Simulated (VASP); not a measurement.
# WS2 in VASP: further runs

The runs below take WS2 through single point, with PBE+D3(BJ).

All numbers are computed with VASP 6.6.1; they aren't measurements. Logs are shortened: lines on timing, memory, paths and dates and some standing lists are left out, and cuts for length are marked.

### 1 The cell of the first run

The cell holds a slab with vacuum, 6 atoms: a = 3.160 Å, b = 3.160 Å, c = 23.804 Å, α = 90.00°, β = 90.00°, γ = 120.00°.

### 2 Single point, PBE+D3(BJ) (layers slid over each other)

INCAR reads:

```
  ALGO = Normal
  DIPOL = 0.5 0.5 0.383
  EDIFF = 1E-7
  ENCUT = 520
  GGA = PE
  IDIPOL = 3
  ISIF = 2
  ISMEAR = 0
  IVDW = 12
  LASPH = True
  LCHARG = False
  LDIPOL = True
  LREAL = False
  LWAVE = False
  NBANDS = 35
  NELM = 100
  PREC = Accurate
  SIGMA = 0.05
```

KPOINTS reads:

```
k-points
0
Gamma
  9 9 1
```

POSCAR reads:

```
WS2
1.0
    3.1595457497      0.0000000000      0.0000000000
   -1.5797728749      2.7362468836      0.0000000000
    0.0000000000      0.0000000000     23.8042575719
S W
4 2
Direct
    0.3333333333      0.6666666667      0.1890418126
    0.3333333333      0.6666666667      0.3214605103
    0.6666666667      0.6666666667      0.4449678279
    0.6666666667      0.6666666667      0.5773865255
    0.6666666667      0.3333333333      0.2552511581
    0.3333333333      1.0000000000      0.5111771733
```

Potentials or basis: VASP PAW PBE potentials, release 64 (S, W_sv).

Started as:

```console
cat potpaw_PBE.64/S/POTCAR potpaw_PBE.64/W_sv/POTCAR > POTCAR
mpirun -np 1 vasp_std > vasp.out
```

OUTCAR:

```text
EDIFF = 1E-7
   ENCUT = 520
   GGA = PE
   ISIF = 2
   ISMEAR = 0
   IVDW = 12
   LASPH = True
   LREAL = False
   NELM = 100
   PREC = Accurate
 IVDW          = 12

 ion  position               nearest neighbor table
   1  0.333  0.667  0.189-   5 2.41   5 2.41   5 2.41
   2  0.333  0.667  0.321-   5 2.41   5 2.41   5 2.41
   3  0.667  0.667  0.445-   6 2.41   6 2.41   6 2.41
   4  0.667  0.667  0.577-   6 2.41   6 2.41   6 2.41
   5  0.667  0.333  0.255-   1 2.41   1 2.41   1 2.41   2 2.41   2 2.41   2 2.41
   6  0.333  0.000  0.511-   3 2.41   3 2.41   3 2.41   4 2.41   4 2.41   4 2.41

  LATTYP: Found a hexagonal cell.
 ALAT       =     3.1595457497
 C/A-ratio  =     7.5340759266

  Lattice vectors:

 A1 = (   3.1595457497,   0.0000000000,   0.0000000000)
 A2 = (  -1.5797728749,   2.7362468836,   0.0000000000)
 A3 = (   0.0000000000,   0.0000000000,  23.8042575719)

Analysis of symmetry for initial positions (statically):
=====================================================================
 Subroutine PRICEL returns:
 Original cell was already a primitive cell.

 Routine SETGRP: Setting up the symmetry group for a
 hexagonal supercell.

 Subroutine GETGRP returns: Found  2 space group operations
 (whereof  1 operations were pure point group operations)
 out of a pool of 24 trial point group operations.

The static configuration has the point symmetry C_1 .
 The point group associated with its full space group is S_2 .

Analysis of symmetry for dynamics (positions and initial velocities):
=====================================================================
 Subroutine PRICEL returns:
 Original cell was already a primitive cell.

 Routine SETGRP: Setting up the symmetry group for a
 hexagonal supercell.

 Subroutine GETGRP returns: Found  2 space group operations
 (whereof  1 operations were pure point group operations)
 out of a pool of 24 trial point group operations.

The dynamic configuration has the point symmetry C_1 .
 The point group associated with its full space group is S_2 .

 Subroutine INISYM returns: Found  2 space group operations
 (whereof  1 operations are pure point group operations),
 and found     1 'primitive' translations

----------------------------------------------------------------------------------------

                                     Primitive cell

  volume of cell :     205.7949

  direct lattice vectors                    reciprocal lattice vectors
     3.159545750  0.000000000  0.000000000     0.316501193  0.182732049  0.000000000
    -1.579772875  2.736246884  0.000000000     0.000000000  0.365464098  0.000000000
     0.000000000  0.000000000 23.804257572     0.000000000  0.000000000  0.042009292

  length of vectors
     3.159545750  3.159545750 23.804257572     0.365464098  0.365464098  0.042009292

  position of ions in fractional coordinates (direct lattice)
     0.333333333  0.666666667  0.189041813
     0.333333333  0.666666667  0.321460510
     0.666666667  0.666666667  0.444967828
     0.666666667  0.666666667  0.577386526
     0.666666667  0.333333333  0.255251158
     0.333333333  0.000000000  0.511177173

  ion indices of the primitive-cell ions
   primitive index   ion index
                 1           1
                 2           2
                 3           3
                 4           4
                 5           5
                 6           6

----------------------------------------------------------------------------------------

 KPOINTS: k-points

Automatic generation of k-mesh.
 Grid dimensions read from file:
 generate k-points for:    9    9    1

 Generating k-lattice:

  Cartesian coordinates                     Fractional coordinates (reciprocal lattice)
     0.035166799  0.020303561  0.000000000     0.111111111 -0.000000000  0.000000000
     0.000000000  0.040607122  0.000000000     0.000000000  0.111111111  0.000000000
     0.000000000  0.000000000  0.042009292     0.000000000  0.000000000  1.000000000

  Length of vectors
     0.040607122  0.040607122  0.042009292

  Shift w.r.t. Gamma in fractional coordinates (k-lattice)
     0.000000000  0.000000000  0.000000000

 Subroutine IBZKPT returns following result:
 ===========================================

 Found     41 irreducible k-points:

 Following reciprocal coordinates:
            Coordinates               Weight
  0.000000  0.000000  0.000000      1.000000
  0.111111 -0.000000  0.000000      2.000000
  0.000000  0.111111  0.000000      2.000000
 -0.111111  0.111111  0.000000      2.000000
  0.222222  0.000000  0.000000      2.000000
  0.000000  0.222222  0.000000      2.000000
[... 16 lines left out ...]
  0.333333  0.111111  0.000000      2.000000
 -0.111111  0.444444  0.000000      2.000000
 [... further k-points ...]
   k-points           NKPTS =     41   k-points in BZ     NKDIM =     41   number of bands    NBANDS=     35
   number of dos      NEDOS =    301   number of ions     NIONS =      6
   total plane-waves  NPLWV = 103680
   dimension x,y,z NGX =    24 NGY =   24 NGZ =  180
   dimension x,y,z NGXF=    48 NGYF=   48 NGZF=  360
   ions per type =               4   2
   NGX,Y,Z   is equivalent  to a cutoff of  12.63, 12.63, 12.57 a.u.
   NGXF,Y,Z  is equivalent  to a cutoff of  25.26, 25.26, 25.14 a.u.
 SYSTEM =  unknown system
   PREC   = accura    normal or accurate (medium, high low for compatibility)
   ISTART =      0    job   : 0-new  1-cont  2-samecut
   ICHARG =      2    charge: 1-file 2-atom 10-const
   ISPIN  =      1    spin polarized calculation?
   LNONCOLLINEAR =      F non collinear calculations
   LSORBIT =      F    spin-orbit coupling
   LASPH  =      T    aspherical Exc in radial PAW
   ENCUT  =  520.0 eV  38.22 Ry    6.18 a.u.   5.87  5.87 44.26*2*pi/ulx,y,z
   NELM   =    100;   NELMIN=  2; NELMDL= -5     # of ELM steps
   EDIFF  = 0.1E-06   stopping-criterion for ELM
   LREAL  =      F    real-space projection
   EDIFFG = 0.1E-05   stopping-criterion for IOM
   NSW    =      0    number of steps for IOM
   IBRION =     -1    ionic relax: 0-MD 1-quasi-New 2-CG
   NFREE  =      0    steps in history (QN), initial steepest desc. (CG)
   ISIF   =      2    stress and relaxation
   ISYM   =      2    0-nonsym 1-usesym 2-fastsym
   POTIM  = 0.5000    time-step for ionic-motion
   TEBEG  =    0.0;   TEEND  =   0.0 temperature during run
   PSTRESS=    0.0 pullay stress
   NELECT =      52.0000    total number of electrons
   NUPDOWN=      -1.0000    fix difference up-down
   EMIN   =  10.00;   EMAX   =-10.00  energy-range for DOS
   EFERMI =   0.00;   METHOD = LEGACY
   ISMEAR =     0;   SIGMA  =   0.05  broadening in eV -4-tet -1-fermi 0-gaus
   EFERMI_NEDOS =   21; number of points for ismear=-14 and -15
   IALGO  =     38    algorithm
   IMIX   =      4    mixing-type and parameters
     AMIX     =   0.40;   BMIX     =  1.00
     AMIX_MAG =   1.60;   BMIX_MAG =  1.00
  volume/ion in A,a.u.               =      34.30       231.46
  Fermi-wavevector in a.u.,A,eV,Ry     =   1.034978  1.955825 14.574279  1.071179
  Thomas-Fermi vector in A             =   2.169299
   LORBIT       =      0    0 simple, 1 ext, 2 COOP (PROOUT), +10 PAW based schemes
   GGA     = PE    functional components
   LHFCALC =     F    Hartree Fock is set to
   AEXX    =    0.0000 exact exchange contribution
   IVDW    =    12    specifies the selected vdW correction
   LEPSILON=     F    determine dielectric tensor
   LRPA    =     F    only Hartree local field effects (RPA)
 non-spin polarized calculation
 Gauss-broadening in eV      SIGMA  =   0.05
  energy-cutoff  :      520.00
  volume of cell :      205.79
 maximum number of plane-waves:      5566
   NGX = 11   NGY = 11   NGZ = 89

 dipolmoment           0.000000      0.000000      0.000081 electrons x Angstroem

 number of electron      51.9999994 magnetization

 dipolmoment           0.000000      0.000000     -0.000004 electrons x Angstroem

 Free energy of the ion-electron system (eV)
  ---------------------------------------------------
  ext. energy  EPLUGINS =         0.00000000
  ---------------------------------------------------
  free energy    TOTEN  =       -47.19413952 eV

  energy without entropy =      -47.19413952  energy(sigma->0) =      -47.19413952

 E-fermi :   1.6412     XC(G=0):  -6.0858

 val. band max:        1.2835825355   @ k =   0.0000   0.0000   0.0000
 cond. band min:       2.6647305944   @ k =   0.1111   0.2222   0.0000
 fundamental gap:      1.3811480590
 Fermi energy:         1.6412239849

 k-point     1 :       0.0000    0.0000    0.0000
  band No.  band energies     occupation
      1     -73.1883      2.00000
      2     -73.1882      2.00000
      3     -37.4431      2.00000
      4     -37.4431      2.00000
      5     -37.2656      2.00000
      6     -37.2656      2.00000
[... 27 lines left out ...]
     34       3.9147      0.00000
     35       5.8821      0.00000

 k-point     2 :       0.1111   -0.0000    0.0000
  band No.  band energies     occupation
      1     -73.1861      2.00000
      2     -73.1860      2.00000
      3     -37.4355      2.00000
      4     -37.4354      2.00000
      5     -37.3075      2.00000
      6     -37.3074      2.00000
[... 27 lines left out ...]
     34       4.1165      0.00000
     35       6.2425      0.00000

 k-point     3 :       0.0000    0.1111    0.0000
  band No.  band energies     occupation
      1     -73.1861      2.00000
      2     -73.1860      2.00000
      3     -37.4354      2.00000
      4     -37.4354      2.00000
      5     -37.3082      2.00000
      6     -37.3081      2.00000
[... 27 lines left out ...]
     34       4.1352      0.00000
     35       6.2413      0.00000
[... 723 lines left out ...]
 k-point    23 :       0.3333    0.1111    0.0000
  band No.  band energies     occupation
      1     -73.1712      2.00000
      2     -73.1712      2.00000
      3     -37.5725      2.00000
      4     -37.5725      2.00000
      5     -37.3823      2.00000
      6     -37.3823      2.00000
[... 27 lines left out ...]
     34       5.6796      0.00000
     35       7.0079      0.00000

 k-point    24 :      -0.1111    0.4444    0.0000
  band No.  band energies     occupation
      1     -73.1712      2.00000
      2     -73.1712      2.00000
      3     -37.5733      2.00000
      4     -37.5732      2.00000
      5     -37.3826      2.00000
      6     -37.3826      2.00000
[... 27 lines left out ...]
     34       5.5909      0.00000
     35       6.8734      0.00000

 [... further k-points ...]

------------------------ aborting loop because EDIFF is reached ----------------------------------------

 vacuum level on the upper side and lower side of the slab       (xc-potential included)        -0.117        -0.119

 Edisp (eV)   -2.21402

 E8    (eV) :    -0.9615

  FORCE on cell =-STRESS in cart. coord.  units (eV):
  Direction    XX          YY          ZZ          XY          YZ          ZX
  --------------------------------------------------------------------------------------
  -------------------------------------------------------------------------------------
  Total      -0.06581    -0.27771     0.41257     0.06413    -0.06651     0.56024
  in kB      -0.51233    -2.16203     3.21197     0.49924    -0.51784     4.36167
  external pressure =        0.18 kB  Pullay stress =        0.00 kB

 VOLUME and BASIS-vectors are now :
 -----------------------------------------------------------------------------
  energy-cutoff  :      520.00
  volume of cell :      205.79
      direct lattice vectors                 reciprocal lattice vectors
     3.159545750  0.000000000  0.000000000     0.316501193  0.182732049  0.000000000
    -1.579772875  2.736246884  0.000000000     0.000000000  0.365464098  0.000000000
     0.000000000  0.000000000 23.804257572     0.000000000  0.000000000  0.042009292

 POSITION                                       TOTAL-FORCE (eV/Angst)
 -----------------------------------------------------------------------------------
     -0.00000      1.82416      4.50000         0.002956     -0.006629      0.002236
     -0.00000      1.82416      7.65213        -0.118448      0.003480     -0.229193
      1.05318      1.82416     10.59213         0.118448     -0.003480      0.229193
      1.05318      1.82416     13.74426        -0.002956      0.006629     -0.002236
      1.57977      0.91208      6.07606        -0.039332      0.019250      0.026601
      1.05318      0.00000     12.16819         0.039332     -0.019250     -0.026601
 -----------------------------------------------------------------------------------
    total drift:                                0.000001     -0.000000     -0.000440

  FREE ENERGIE OF THE ION-ELECTRON SYSTEM (eV)
  ---------------------------------------------------
  free  energy   TOTEN  =       -49.4081550423 eV

  energy  without entropy=      -49.4081550423  energy(sigma->0) =      -49.40815504

 vacuum level on the upper side and lower side of the slab         6.382         6.381
```

Run time: 3.9 min. Hardware: 1 thread of Intel Xeon 6975P-C (Granite Rapids), shared host; peak memory 0.46 GiB.

Results:

```yaml
Free_energy: -49.4082 eV
Largest_force: 0.258 eV/Å
Band_gap_on_the_k_mesh: 1.38 eV (least direct gap 1.89 eV)
Dispersion_energy_per_atom: -0.369 eV
```

Forces on the atoms (eV/Å):
```
S    0.003 -0.007  0.002
S   -0.118  0.003 -0.229
S    0.118 -0.003  0.229
S   -0.003  0.007 -0.002
W   -0.039  0.019  0.027
W    0.039 -0.019 -0.027
```

Levels at points of the mesh, in eV from the valence-band top:
```csv
k point,band 22,band 23,band 24,band 25,band 26,band 27,band 28,band 29,band 30,band 31
"(0.00, 0.00, 0.00)",-2.05,-2.03,-2.02,-0.83,0.00,2.40,2.40,2.48,2.48,2.56
```

Caveat: the cell differs from its parent crystal (layers slid over each other); spin-orbit coupling is left out, which moves the levels of the heavy elements.

(Continued in part 2 of 2.)
